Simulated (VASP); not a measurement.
Input of a VASP 6.6.1 run:

File INCAR:

```
SYSTEM = H
ALGO = Normal
EDIFF = 1E-6
ENCUT = 500
GGA = PE
GGA_COMPAT = .FALSE.
ISIF = 2
ISMEAR = -5
LASPH = .TRUE.
LCHARG = .TRUE.
LELF = .TRUE.
LREAL = .FALSE.
LVHAR = .TRUE.
LWAVE = .FALSE.
NBANDS = 6
NELM = 120
PREC = Accurate
SIGMA = 0.1
```

The input KPOINTS:

```
k-points
0
G
  8 8 22
  0 0 0
```

POSCAR

```
H
1.0
    2.6496387389      0.0000000000      0.0000000000
    0.0000000000      2.6496387389      0.0000000000
    0.0000000000      0.0000000000      0.9804929200
H
1
Direct
    0.0000000000      0.0000000000      0.5000000000
```

Potentials or basis: VASP PAW PBE potentials, release 64 (H).

The run is started by

```console
$ cat potpaw_PBE.64/H/POTCAR > POTCAR
$ mpirun -np 1 vasp_std > vasp.out
```

Question: Predict the pressure.

Answer: 1.4 GPa.

Stress tensor (GPa, compression positive):
```
1.11 0.00 0.00
0.00 1.11 0.00
0.00 0.00 1.85
```

Caveat: tetrahedron occupations give inexact forces and stress in metals.
